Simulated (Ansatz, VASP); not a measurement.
# KI: VASP beside Ansatz

The input INCAR:

```
SYSTEM = KI
  PREC = Accurate
  ENCUT = 520
  EDIFF = 1E-7
  ISMEAR = 0
  SIGMA = 0.05
  LREAL = .False.
  LASPH = .True.
  NELM = 100
  ALGO = Normal
  ISIF = 2
  LWAVE = .False.
  LCHARG = .False.
  GGA = PE
  NBANDS = 15
```

The input KPOINTS:

```
regular mesh
0
Gamma
  6 6 6
  0 0 0
```

Contents of POSCAR:

```
KI
1.0
    0.0000000000      3.5245500000      3.5245500000
    3.5245500000      0.0000000000      3.5245500000
    3.5245500000      3.5245500000      0.0000000000
K I
1 1
Direct
    0.0000000000      0.0000000000      0.0000000000
    0.4751741357      0.4751741357      0.5248258643
```

Input for Ansatz:

```yaml
crystal:
  lattice:
    - [0.0, 3.52455, 3.52455]
    - [3.52455, 0.0, 3.52455]
    - [3.52455, 3.52455, 0.0]
  atoms:
    - { symbol: K, position: [0.0, 0.0, 0.0] }
    - { symbol: I, position: [0.4751741357, 0.4751741357, 0.5248258643] }
basis:
  ecutwfc: 420
kpoints:
  mp_grid: { grid: [6, 6, 6] }
hamiltonian:
  xc: pbe
scf:
  occupations: { method: gaussian, width: 0.05 }
output:
  forces: true
  stress: true
  eigenvalues: true
```

Change from the starting cell: all I atoms moved +0.175 Å, as atom 2 towards its neighbour atom 1 (K) at 3.525 Å.

Alike in both runs: task single point; functional PBE; k mesh 6 × 6 × 6; occupations gaussian, width 0.05 eV; no spin polarisation.

|  | VASP | Ansatz |
| --- | --- | --- |
| version | VASP 6.6.1 | Ansatz 0.2.0 |
| potentials or method | VASP PAW PBE potentials, release 64 (K_sv, I), cutoff 520 eV | scalar-relativistic, plane waves, PAW |
| valence electrons in the cell | 16 | 26 |

Ansatz gave:

- gap on the k mesh at the Fermi level (eV): 3.99
- least direct gap on the mesh (eV): 3.99
- pressure (GPa): 0.8
- traceless stress, the component that is largest in VASP (GPa): 0.32
- rms of the force components (eV/Å): 0.122

Question: What did VASP give for the same quantities?

Answer: gap on the k mesh at the Fermi level (eV): 3.99; least direct gap on the mesh (eV): 3.99; pressure (GPa): 0.8; traceless stress, the component that is largest in VASP (GPa): 0.33; rms of the force components (eV/Å): 0.123.

Atom by atom the forces differ by 0.001 eV/Å (rms over components). With one functional, cell and mesh, what is left measures potentials, basis and numerics. VASP's potentials hold 16 valence electrons a cell and Ansatz's 26, so a difference there can come from the potentials and not from the codes.

Spin-orbit coupling is off throughout.
